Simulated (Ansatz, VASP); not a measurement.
**CsH: VASP beside Ansatz**

```
CELL_PARAMETERS angstrom
3.63860 0.00000 0.00000
0.00000 3.63860 0.00000
0.00000 0.00000 3.63860
ATOMIC_POSITIONS crystal
Cs 0.00000 0.00000 0.00000
H 0.50000 0.50000 0.50000
```

Alike in both runs: task relaxation of cell and atoms; functional LDA; k mesh 8 × 8 × 8; occupations gaussian, width 0.02 eV; no spin polarisation.

|  | VASP | Ansatz |
| --- | --- | --- |
| version | VASP 6.6.1 | Ansatz 0.2.0 |
| potentials or method | VASP PAW LDA potentials, release 64 (Cs_sv, H), cutoff 600 eV | scalar-relativistic, plane waves, PAW |
| valence electrons in the cell | 10 | 10 |

Ansatz gave:

- gap on the k mesh at the Fermi level, each at its own relaxed structure (eV): 2.42
- relaxed volume (Å³/atom): 24.09
- relaxed cell length with the largest relative difference (Å): 3.639

Question: Which values does VASP return?

Answer: gap on the k mesh at the Fermi level, each at its own relaxed structure (eV): 2.36; relaxed volume (Å³/atom): 24.28; relaxed cell length with the largest relative difference (Å): 3.648.

LDA's correlation is that of Perdew and Zunger in VASP and of Perdew and Wang (1992) in Ansatz.

Neither program's run includes spin-orbit coupling.
